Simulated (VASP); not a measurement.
Input of a VASP 6.6.1 run:

POSCAR

```
Mo
1.0
    2.8312824714      0.0000000000      0.0000000000
   -1.4156412357      2.4519625455      0.0000000000
    0.0000000000      0.0000000000      2.4578835207
Mo
1
Direct
    0.0000000000      0.0000000000      0.5000000000
```

The input INCAR.step1:

```
SYSTEM = Mo
PREC = Accurate
ENCUT = 520
ISMEAR = 0
SIGMA = 0.15
LREAL = .FALSE.
LASPH = .TRUE.
NELM = 60
NBANDS = 13
GGA = PE
ALGO = Normal
EDIFF = 1E-4
LWAVE = .TRUE.
LCHARG = .FALSE.
```

The input INCAR.step2:

```
SYSTEM = Mo
PREC = Accurate
ENCUT = 520
EDIFF = 1E-6
ISMEAR = 0
SIGMA = 0.15
LREAL = .FALSE.
LASPH = .TRUE.
NELM = 60
ALGO = Normal
ISIF = 2
LWAVE = .FALSE.
LCHARG = .FALSE.
METAGGA = R2SCAN
LMIXTAU = .TRUE.
NBANDS = 13
ISTART = 1
```

File KPOINTS:

```
Automatic mesh
0
G
  24 24 24
  0 0 0
```

Potentials or basis: VASP PAW PBE potentials, release 64 (Mo_sv).

Run with:

```sh
$ cat potpaw_PBE.64/Mo_sv/POTCAR > POTCAR
$ cp INCAR.step1 INCAR
$ mpirun -np 1 vasp_std > vasp.out
$ cp INCAR.step2 INCAR
$ mpirun -np 1 vasp_std > vasp.out
```

Question: Predict the pressure.

Answer: -4.6 GPa.

Question: What does it give for the band gap on the k mesh?

Answer: Zero (band 7 reaches 11.68 eV, above the bottom of band 8 at 10.08 eV).

Stress tensor (GPa, compression positive):
```
-9.19  0.00  0.00
 0.00 -9.19  0.00
 0.00  0.00  4.48
```

Caveat: the cell differs from its parent crystal (strain +0.030 along x and y, -0.030 along z); the PAW data sets were made with another functional, which shifts forces and pressure a little.
